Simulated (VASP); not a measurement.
Write the native input for VASP 6.6.1 that does the following.

* Task: single point
* Functional: PBE
* Potentials or basis: VASP PAW PBE potentials, release 64 (W_sv, Se)
* Cutoff: 520 eV
* k mesh: 12 × 12 × 2
* Occupations: gaussian, width 0.02 eV
* Spin: no spin polarisation
* Dipole correction: no
* Further INCAR settings: ALGO = Normal; EDIFF = 1e-06; NBANDS = 35

The structure of WSe2 lies in POSCAR:

```
WSe2
1.0
    3.2545669457      0.0000000000      0.0000000000
   -1.6272834729      2.8185376533      0.0000000000
    0.0000000000      0.0000000000     15.2243467521
W Se
2 4
Direct
    0.6666666667      0.3333333333      0.7500000000
    0.3333333333      0.6666666667      0.2500000000
    0.3333333333      0.6666666667      0.8600844506
    0.6666666667      0.3333333333      0.3600844506
    0.3333333333      0.6666666667      0.6399155494
    0.6666666667      0.3333333333      0.1399155494
```

This cell differs from its parent crystal: biaxial strain in the a-b plane: -2.0 %.

One way to write it, as run:

INCAR

```
SYSTEM = WSe2
  PREC = Accurate
  ENCUT = 520
  EDIFF = 1E-6
  ISMEAR = 0
  SIGMA = 0.02
  LREAL = .FALSE.
  LASPH = .TRUE.
  NELM = 60
  ALGO = Normal
  ISIF = 2
  LWAVE = .FALSE.
  LCHARG = .FALSE.
  GGA = PE
  NBANDS = 35
```

KPOINTS

```
regular mesh
0
G
  12 12 2
  0 0 0
```

Potentials or basis: VASP PAW PBE potentials, release 64 (W_sv, Se).

Launch:

```console
$ cat potpaw_PBE.64/W_sv/POTCAR potpaw_PBE.64/Se/POTCAR > POTCAR
$ mpirun -np 1 vasp_std > vasp.out
```

It gave:

```yaml
Pressure: 5.2 GPa
Largest_force: 0.535 eV/Å
Band_gap_on_the_k_mesh: 1.45 eV (least direct gap 1.73 eV)
```

Caveat: the cell differs from its parent crystal (biaxial strain in the a-b plane: -2.0 %); the cell stands under pressure; spin-orbit coupling is left out, which moves the levels of the heavy elements; this functional lacks dispersion, which binds layers or chains, so the pressure and a relaxed spacing across them are unreliable.

Wall time 84 s on 1 thread of Intel(R) Xeon(R) 6975P-C (Granite Rapids) (shared host), peak memory 0.33 GiB.
